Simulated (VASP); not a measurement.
Here is a VASP 6.6.1 calculation.

INCAR

```
SYSTEM = GaAsSe3
PREC = Accurate ; ENCUT = 600
EDIFF = 1E-6 ; ISMEAR = 0
SIGMA = 0.1 ; LREAL = .False.
LASPH = .True. ; NELM = 80
ALGO = Normal ; ISIF = 3
LWAVE = .False. ; LCHARG = .False.
GGA = PE ; IBRION = 2
NSW = 90 ; EDIFFG = -0.04
```

File KPOINTS:

```
regular mesh
0
Gamma
  4 4 4
  0 0 0
```

POSCAR

```
GaAsSe3
1.0
    4.9713916600      0.0000000000      0.0000000000
    0.0000000000      4.9713916600      0.0000000000
    0.0000000000      0.0000000000      4.9713916600
Ga As Se
1 1 3
Direct
    0.0000000000      0.0000000000      0.0000000000
    0.5000000000      0.5000000000      0.5000000000
    0.0000000000      0.5000000000      0.5000000000
    0.5000000000      0.5000000000      0.0000000000
    0.5000000000      0.0000000000      0.5000000000
```

Potentials or basis: VASP PAW PBE potentials, release 64 (Ga_d, As, Se).

The run is started by

```bash
$ cat potpaw_PBE.64/Ga_d/POTCAR potpaw_PBE.64/As/POTCAR potpaw_PBE.64/Se/POTCAR > POTCAR
$ mpirun -np 1 vasp_std > vasp.out
```

Task: What does it give for the relaxed volume?

Result: 26.94 Å³/atom.

Task: Predict the space group after relaxing (to 0.05 Å).

Result: Pm-3m (No. 221).

Task: What does it give for the band gap on the k mesh?

Result: Zero (band 18 reaches 2.95 eV, above the bottom of band 19 at 1.70 eV).

Final structure:
```yaml
crystal:
  lattice:
    - [5.12608, 0.00000, 0.00000]
    - [0.00000, 5.12608, 0.00000]
    - [0.00000, 0.00000, 5.12608]
  atoms:
    - { symbol: Ga, position: [0.00000, 0.00000, 0.00000] }
    - { symbol: As, position: [0.50000, 0.50000, 0.50000] }
    - { symbol: Se, position: [0.00000, 0.50000, 0.50000] }
    - { symbol: Se, position: [0.50000, 0.50000, 0.00000] }
    - { symbol: Se, position: [0.50000, 0.00000, 0.50000] }
```
